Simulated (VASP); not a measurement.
# ZrSi2 (Cmcm) in VASP: a series of runs, part 2 of 2

VASP 6.6.1.

## (3) Single point, PBEsol

This run uses another cell than the first one: it holds 6 atoms, not 12.

INCAR

```
SYSTEM = ZrSi2
PREC     = Accurate       ! precision mode
ENCUT    = 520            ! plane-wave cutoff, eV
EDIFF    = 1E-6           ! SCF threshold, eV
ISMEAR   = 0              ! smearing method
SIGMA    = 0.1            ! smearing width, eV
LREAL    = .False.        ! projectors in reciprocal space
LASPH    = .True.         ! aspherical terms in the spheres
NELM     = 60             ! most SCF steps
ALGO     = Normal         ! electronic algorithm
ISIF     = 2              ! what is computed and relaxed
LWAVE    = .False.        ! write WAVECAR
LCHARG   = .False.        ! write CHGCAR
GGA      = PS             ! functional
ISYM     = 0            
NBANDS   = 29             ! bands
```

KPOINTS

```
Automatic mesh
0
Gamma
  10 5 10
  0 0 0
```

POSCAR

```
ZrSi2
1.0
    3.6567655758      0.0000000000      0.0000000000
    0.0000000000      7.5110806268      0.0000000000
    0.0000000000     -0.8986839955      3.5626595365
Zr Si
2 4
Direct
    0.2500000000      0.2094347963      0.1047173981
    0.7500000000      0.7905652037      0.8952826019
    0.2500000000      0.8920829932      0.4460414966
    0.7500000000      0.1079170068      0.5539585034
    0.2500000000      0.4995364202      0.7497682101
    0.7500000000      0.5004635798      0.2502317899
```

Potentials or basis: VASP PAW PBE potentials, release 64 (Zr_sv, Si).

The run is started by

```
cat potpaw_PBE.64/Zr_sv/POTCAR potpaw_PBE.64/Si/POTCAR > POTCAR
mpirun -np 1 vasp_std > vasp.out
```

OUTCAR:

```text
SYSTEM = ZrSi2
   PREC = Accurate
   ENCUT = 520
   EDIFF = 1E-6
   ISMEAR = 0
   LREAL = .False.
   LASPH = .True.
   NELM = 60
   ISIF = 2
   GGA = PS
   ISYM = 0

 ion  position               nearest neighbor table
   1  0.250  0.209  0.105-   4 2.70   4 2.70   4 2.70   4 2.70   6 2.80   6 2.80   5 2.80   5 2.80
                             3 2.95   3 2.95   2 3.56   2 3.56
   2  0.750  0.791  0.895-   3 2.70   3 2.70   3 2.70   3 2.70   5 2.80   5 2.80   6 2.80   6 2.80
                             4 2.95   4 2.95   1 3.56   1 3.56
   3  0.250  0.892  0.446-   4 2.41   4 2.41   2 2.70   2 2.70   2 2.70   2 2.70   1 2.95   1 2.95

   4  0.750  0.108  0.554-   3 2.41   3 2.41   1 2.70   1 2.70   1 2.70   1 2.70   2 2.95   2 2.95

   5  0.250  0.500  0.750-   6 2.59   6 2.59   6 2.59   6 2.59   2 2.80   2 2.80   1 2.80   1 2.80

   6  0.750  0.500  0.250-   5 2.59   5 2.59   5 2.59   5 2.59   1 2.80   1 2.80   2 2.80   2 2.80

IMPORTANT INFORMATION: All symmetrisations will be switched off!
NOSYMM: (Re-)initialisation of all symmetry stuff for point group C_1.

----------------------------------------------------------------------------------------

                                     Primitive cell

  volume of cell :      97.8529

  direct lattice vectors                    reciprocal lattice vectors
     3.656765576  0.000000000  0.000000000     0.273465712  0.000000000  0.000000000
     0.000000000  7.511080627  0.000000000     0.000000000  0.133136635  0.033583833
     0.000000000 -0.898683995  3.562659537     0.000000000  0.000000000  0.280689185

  length of vectors
     3.656765576  7.511080627  3.674258551     0.273465712  0.137307092  0.280689185

  position of ions in fractional coordinates (direct lattice)
     0.250000000  0.209434796  0.104717398
     0.750000000  0.790565204  0.895282602
     0.250000000  0.892082993  0.446041497
     0.750000000  0.107917007  0.553958503
     0.250000000  0.499536420  0.749768210
     0.750000000  0.500463580  0.250231790

  ion indices of the primitive-cell ions
   primitive index   ion index
                 1           1
                 2           2
                 3           3
                 4           4
                 5           5
                 6           6

----------------------------------------------------------------------------------------

 KPOINTS: Automatic mesh

Automatic generation of k-mesh.
 Grid dimensions read from file:
 generate k-points for:   10    5   10

 Generating k-lattice:

  Cartesian coordinates                     Fractional coordinates (reciprocal lattice)
     0.027346571  0.000000000  0.000000000     0.100000000  0.000000000  0.000000000
     0.000000000  0.026627327  0.006716767     0.000000000  0.200000000 -0.000000000
     0.000000000  0.000000000  0.028068918     0.000000000  0.000000000  0.100000000

  Length of vectors
     0.027346571  0.027461418  0.028068918

  Shift w.r.t. Gamma in fractional coordinates (k-lattice)
     0.000000000  0.000000000  0.000000000

 -----------------------------------------------------------------------------
|                                                                             |
|           W    W    AA    RRRRR   N    N  II  N    N   GGGG   !!!           |
|           W    W   A  A   R    R  NN   N  II  NN   N  G    G  !!!           |
|           W    W  A    A  R    R  N N  N  II  N N  N  G       !!!           |
[... 29 lines left out ...]
  0.500000  0.000000  0.000000      1.000000
[... 16 lines left out ...]
 -0.400000  0.400000 -0.000000      2.000000
 -0.300000  0.400000 -0.000000      2.000000
 [... further k-points ...]
   k-points           NKPTS =    252   k-points in BZ     NKDIM =    252   number of bands    NBANDS=     29
   number of dos      NEDOS =    301   number of ions     NIONS =      6
   total plane-waves  NPLWV =  43904
   dimension x,y,z NGX =    28 NGY =   56 NGZ =   28
   dimension x,y,z NGXF=    56 NGYF=  112 NGZF=   56
   ions per type =               2   4
   NGX,Y,Z   is equivalent  to a cutoff of  12.73, 12.39, 12.67 a.u.
   NGXF,Y,Z  is equivalent  to a cutoff of  25.46, 24.79, 25.34 a.u.
 SYSTEM =  ZrSi2
   PREC   = accura    normal or accurate (medium, high low for compatibility)
   ISTART =      0    job   : 0-new  1-cont  2-samecut
   ICHARG =      2    charge: 1-file 2-atom 10-const
   ISPIN  =      1    spin polarized calculation?
   LNONCOLLINEAR =      F non collinear calculations
   LSORBIT =      F    spin-orbit coupling
   LASPH  =      T    aspherical Exc in radial PAW
   ENCUT  =  520.0 eV  38.22 Ry    6.18 a.u.   6.80 13.97  6.83*2*pi/ulx,y,z
   NELM   =     60;   NELMIN=  2; NELMDL= -5     # of ELM steps
   EDIFF  = 0.1E-05   stopping-criterion for ELM
   LREAL  =      F    real-space projection
   EDIFFG = 0.1E-04   stopping-criterion for IOM
   NSW    =      0    number of steps for IOM
   IBRION =     -1    ionic relax: 0-MD 1-quasi-New 2-CG
   NFREE  =      0    steps in history (QN), initial steepest desc. (CG)
   ISIF   =      2    stress and relaxation
   ISYM   =      0    0-nonsym 1-usesym 2-fastsym
   POTIM  = 0.5000    time-step for ionic-motion
   TEBEG  =    0.0;   TEEND  =   0.0 temperature during run
   PSTRESS=    0.0 pullay stress
   NELECT =      40.0000    total number of electrons
   NUPDOWN=      -1.0000    fix difference up-down
   EMIN   =  10.00;   EMAX   =-10.00  energy-range for DOS
   EFERMI =   0.00;   METHOD = LEGACY
   ISMEAR =     0;   SIGMA  =   0.10  broadening in eV -4-tet -1-fermi 0-gaus
   EFERMI_NEDOS =   21; number of points for ismear=-14 and -15
   IALGO  =     38    algorithm
   IMIX   =      4    mixing-type and parameters
     AMIX     =   0.40;   BMIX     =  1.00
     AMIX_MAG =   1.60;   BMIX_MAG =  1.00
  volume/ion in A,a.u.               =      16.31       110.06
  Fermi-wavevector in a.u.,A,eV,Ry     =   1.214983  2.295985 20.084699  1.476184
  Thomas-Fermi vector in A             =   2.350385
   LORBIT       =      0    0 simple, 1 ext, 2 COOP (PROOUT), +10 PAW based schemes
   GGA     = PS    functional components
   LHFCALC =     F    Hartree Fock is set to
   AEXX    =    0.0000 exact exchange contribution
   IVDW    =     0    specifies the selected vdW correction
   LEPSILON=     F    determine dielectric tensor
   LRPA    =     F    only Hartree local field effects (RPA)
 non-spin polarized calculation
 Gauss-broadening in eV      SIGMA  =   0.10
  energy-cutoff  :      520.00
  volume of cell :       97.85
 maximum number of plane-waves:      2657
   NGX = 13   NGY = 27   NGZ = 13

 number of electron      39.9999999 magnetization

 Free energy of the ion-electron system (eV)
  ---------------------------------------------------
  ext. energy  EPLUGINS =         0.00000000
  ---------------------------------------------------
  free energy    TOTEN  =       -45.71147250 eV

  energy without entropy =      -45.70498658  energy(sigma->0) =      -45.70822954

 E-fermi :  10.2497     XC(G=0): -11.4737

 val. band max:       10.2454329779   @ k =  -0.1000  -0.4000   0.2000
 cond. band min:      10.2586185681   @ k =   0.0000  -0.2000   0.2000
 fundamental gap:      0.0131855902
 Fermi energy:        10.2497425934

 k-point     1 :       0.0000    0.0000    0.0000
  band No.  band energies     occupation
      1     -38.3036      2.00000
      2     -38.2881      2.00000
      3     -16.6041      2.00000
      4     -16.4447      2.00000
      5     -16.4180      2.00000
      6     -16.4102      2.00000
[... 757 lines left out ...]
     28      14.3191      0.00000
     29      14.6379      0.00000

 [... further k-points ...]

------------------------ aborting loop because EDIFF is reached ----------------------------------------

  FORCE on cell =-STRESS in cart. coord.  units (eV):
  Direction    XX          YY          ZZ          XY          YZ          ZX
  --------------------------------------------------------------------------------------
  -------------------------------------------------------------------------------------
  Total        0.1021999      0.1086184      0.1066044      0.0000017      0.0068632     -0.0000002
  in kB        1.6733513      1.7784438      1.7454677      0.0000272      0.1123739     -0.0000038
  external PRESSURE =       1.7324209 kB  Pullay stress =       0.0000000 kB

 VOLUME and BASIS-vectors are now :
 -----------------------------------------------------------------------------
  energy-cutoff  :      520.00
  volume of cell :       97.85
      direct lattice vectors                 reciprocal lattice vectors
     3.656765576  0.000000000  0.000000000     0.273465712  0.000000000  0.000000000
     0.000000000  7.511080627  0.000000000     0.000000000  0.133136635  0.033583833
     0.000000000 -0.898683995  3.562659537     0.000000000  0.000000000  0.280689185

 POSITION                                       TOTAL-FORCE (eV/Angst)
 -----------------------------------------------------------------------------------
      0.91419      1.47897      0.37307        -0.000001      0.001250      0.000473
      2.74257      5.13342      3.18959         0.000001     -0.001197     -0.000459
      0.91419      6.29966      1.58909        -0.000000      0.005900      0.001237
      2.74257      0.31274      1.97357         0.000000     -0.005791     -0.001210
      0.91419      3.07825      2.67117        -0.000000     -0.002235      0.001578
      2.74257      3.53414      0.89149         0.000000      0.002073     -0.001619
 -----------------------------------------------------------------------------------
    total drift:                                0.000000      0.000003     -0.000000

  FREE ENERGIE OF THE ION-ELECTRON SYSTEM (eV)
  ---------------------------------------------------
  free  energy   TOTEN  =       -45.7114724982 eV

  energy  without entropy=      -45.7049865786  energy(sigma->0) =      -45.70822954
```

Wall time 4.2 min (1 thread of Intel Xeon 6975P-C (Granite Rapids), shared host); peak memory 0.62 GiB.

Results:

| Quantity | Value |
| --- | --- |
| Free energy | -45.7115 eV |
| Pressure | 0.2 GPa |
| Largest force | 0.006 eV/Å |
| Band gap on the k mesh | zero (bands 20 and 21 overlap by 1.00 eV) |

Forces in eV/Å, atoms in the order of the input:
```
Zr   0.000  0.001  0.000
Zr   0.000 -0.001  0.000
Si   0.000  0.006  0.001
Si   0.000 -0.006 -0.001
Si   0.000 -0.002  0.002
Si   0.000  0.002 -0.002
```

Caveat: the PAW data sets were made with another functional, which shifts forces and pressure a little.
